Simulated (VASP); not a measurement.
Input of a VASP 6.6.1 run:

The input INCAR:

```
ALGO = Normal
EDIFF = 1E-6
ENCUT = 520
GGA = PE
ISIF = 2
ISMEAR = -1
LASPH = True
LCHARG = False
LREAL = False
LWAVE = False
NBANDS = 8
NELM = 60
PREC = Accurate
SIGMA = 0.03
```

File KPOINTS:

```
k-points
0
Gamma
  8 8 8
```

File POSCAR:

```
B
1.0
    1.8852400000      0.0000000000      0.0000000000
    0.0000000000      1.8852400000      0.0000000000
    0.0000000000      0.0000000000      1.8852400000
B
1
Direct
    0.5000000000      0.5000000000      0.5000000000
```

Potentials or basis: VASP PAW PBE potentials, release 64 (B).

Command:

```console
$ cat potpaw_PBE.64/B/POTCAR > POTCAR
$ mpirun -np 1 vasp_std > vasp.out
```

Problem. Predict the pressure.

Solution. 1.5 GPa.

Caveat: the k points lie up to 0.42 Å⁻¹ apart.
